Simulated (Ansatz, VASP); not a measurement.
# Two plane-wave programs on K3SBr

Contents of INCAR:

```
ALGO     = Normal         # electronic algorithm
EDIFF    = 1E-7           # SCF threshold, eV
ENCUT    = 520            # plane-wave cutoff, eV
GGA      = PE             # functional
ISIF     = 2              # what is computed and relaxed
ISMEAR   = 0              # smearing method
LASPH    = True           # aspherical terms in the spheres
LCHARG   = False          # write CHGCAR
LREAL    = False          # projectors in reciprocal space
LWAVE    = False          # write WAVECAR
NBANDS   = 28             # bands
NELM     = 80             # most SCF steps
PREC     = Accurate       # precision mode
SIGMA    = 0.01           # smearing width, eV
```

KPOINTS

```
k-points
0
Gamma
  4 4 4
```

POSCAR

```
K3SBr
1.0
    5.9307078852      0.0000000000      0.0000000000
    0.0000000000      5.9307078852      0.0000000000
    0.0000000000      0.0000000000      5.9307078852
Br S K
1 1 3
Direct
    0.0000000000      0.0000000000      0.0000000000
    0.5000000000      0.5000000000      0.5000000000
    0.5000000000      0.5000000000      0.0000000000
    0.5000000000      0.0000000000      0.5000000000
    0.0000000000      0.5000000000      0.5000000000
```

Input for Ansatz:

```yaml
crystal:
  lattice:
    - [5.9307078852, 0.0, 0.0]
    - [0.0, 5.9307078852, 0.0]
    - [0.0, 0.0, 5.9307078852]
  atoms:
    - { symbol: Br, position: [0.0, 0.0, 0.0] }
    - { symbol: S, position: [0.5, 0.5, 0.5] }
    - { symbol: K, position: [0.5, 0.5, 0.0] }
    - { symbol: K, position: [0.5, 0.0, 0.5] }
    - { symbol: K, position: [0.0, 0.5, 0.5] }
kpoints:
  mp_grid: { grid: [4, 4, 4] }
hamiltonian:
  xc: pbe
scf:
  occupations: { method: fixed }
  n_extra_bands: 5
output:
  forces: true
  stress: true
  eigenvalues: true
```

Alike in both runs: task single point; functional PBE; k mesh 4 × 4 × 4; no spin polarisation.

|  | VASP | Ansatz |
| --- | --- | --- |
| version | VASP 6.6.1 | Ansatz 0.2.0 |
| potentials or method | VASP PAW PBE potentials, release 64 (Br, S, K_sv) | plane waves, PAW |
| plane-wave cutoff (eV) | 520 | 420 |
| occupations | gaussian, width 0.01 eV | fixed |
| valence electrons in the cell | 40 | 40 |

|  | VASP | Ansatz | Ansatz less VASP |
| --- | --- | --- | --- |
| gap on the k mesh at the Fermi level (eV) | 1.73 | 1.73 | +0.004 |
| pressure (GPa) | 0.5 | 0.4 | -0.03 |
